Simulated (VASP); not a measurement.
The system is Ti.

```
Ti
1.0
     1.81322    1.04686    3.15665
    -1.81322    1.04686    3.15665
     0.00000   -2.09373    3.15665
Ti
2
Direct
  0.23364 0.23364 0.23364
  0.76636 0.76636 0.76636
```

| Quantity | Value |
| --- | --- |
| Program | VASP 6.6.1 |
| Task | relaxation of cell and atoms |
| Functional | PBE |
| Potentials or basis | VASP PAW PBE potentials, release 64 (Ti_sv) |
| Cutoff | 600 eV |
| k mesh | 6 × 6 × 6 |
| Occupations | gaussian, width 0.1 eV |
| Spin | no spin polarisation |

At the start: pressure 1.9 GPa; volume 17.98 Å³/atom.

Problem. How do energy, volume and symmetry change on relaxing?

Solution. Over 32 steps the energy falls by 940.3 meV/atom and the volume is 17.32 Å³/atom (-3.6 %); space group Fm-3m (No. 225, to 0.05 Å).

Step by step:
```tsv
step	energy change (eV)	largest force (eV/Å)	pressure (GPa)	volume (Å³)
1	0.0000	2.3902	1.93	35.95
2	-0.3648	0.7630	-0.44	37.09
3	-0.3878	0.1175	-1.41	37.55
4	-0.3900	0.0958	-1.19	37.44
5	-0.4306	0.1662	0.10	36.71
6	-0.5576	1.1591	4.25	34.42
7	-0.4940	3.6118	23.89	29.47
8	-0.6071	2.1666	9.45	32.61
9	-0.6065	2.7522	15.09	31.15
10	-0.6083	2.7641	15.19	31.13
11	-0.6132	2.8011	15.44	31.07
12	-0.6217	2.8772	16.00	30.94
13	-0.6329	3.0384	17.45	30.67
14	-0.6261	3.4095	20.42	30.11
15	-0.6341	3.2178	18.72	30.40
16	-0.6509	3.1872	18.58	30.44
17	-0.7002	3.0964	18.07	30.54
18	-0.7940	2.9208	16.88	30.76
19	-0.9671	2.6887	15.26	31.18
20	-1.2970	2.1113	12.17	31.97
21	-1.7424	0.7519	5.51	33.39
22	-1.7615	0.0393	-3.27	35.56
23	-1.8672	0.1507	0.04	34.72
24	-1.8722	0.1886	1.08	34.46
25	-1.8724	0.1801	0.83	34.53
26	-1.8738	0.1678	0.65	34.59
27	-1.8755	0.1403	0.00	34.76
28	-1.8763	0.1304	0.05	34.77
29	-1.8781	0.1020	-0.03	34.79
30	-1.8801	0.0409	-0.35	34.85
31	-1.8802	0.0178	-0.38	34.86
32	-1.8807	0.0009	0.24	34.64
```

Final structure:
```xyz
2
Lattice="1.4539 0.8394 4.7309 -1.4539 0.8394 4.7309 0.0000 -1.6789 4.7309" Properties=species:S:1:pos:R:3 pbc="T T T"
Ti    0.0000    0.0000    3.5481
Ti    0.0000    0.0000   10.6445
```
